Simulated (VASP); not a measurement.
Input of a VASP 6.6.1 run:

File INCAR:

```
SYSTEM = PtS2
PREC = Accurate
ENCUT = 520
EDIFF = 1E-6
ISMEAR = 0
SIGMA = 0.05
LREAL = .FALSE.
LASPH = .TRUE.
NELM = 100
ALGO = Normal
ISIF = 2
LWAVE = .FALSE.
LCHARG = .FALSE.
LDIPOL = .TRUE.
IDIPOL = 3
DIPOL = 0.5 0.5 0.403
GGA = PE
IVDW = 12
NBANDS = 31
```

File KPOINTS:

```
regular mesh
0
G
  9 9 1
  0 0 0
```

The input POSCAR:

```
PtS2
1.0
    3.5415278079      0.0000000000      0.0000000000
   -1.7707639039      3.0670530498      0.0000000000
    0.0000000000      0.0000000000     22.4670615492
S Pt
4 2
Direct
    0.6666666667      0.3333333333      0.2002932155
    0.3333333333      0.6666666667      0.3108341854
    0.5000000000      0.6666666667      0.4951039436
    0.1666666667      1.0000000000      0.6056449135
    0.0000000000      0.0000000000      0.2555637004
   -0.1666666667      0.3333333333      0.5503744286
```

Potentials or basis: VASP PAW PBE potentials, release 64 (S, Pt).

Launch:

```console
$ cat potpaw_PBE.64/S/POTCAR potpaw_PBE.64/Pt/POTCAR > POTCAR
$ mpirun -np 1 vasp_std > vasp.out
```

**Question.** What does it give for the dispersion energy per atom?

**Answer.** -0.300 eV.

**Question.** What does it give for the largest force?

**Answer.** 0.044 eV/Å.

Forces in eV/Å, atoms in the order of the input:
```
S   -0.002  0.000  0.044
S   -0.003  0.000  0.009
S    0.003  0.000 -0.009
S    0.002  0.000 -0.044
Pt   0.002 -0.001  0.034
Pt  -0.002  0.001 -0.034
```

Caveat: the cell differs from its parent crystal (layers slid over each other).
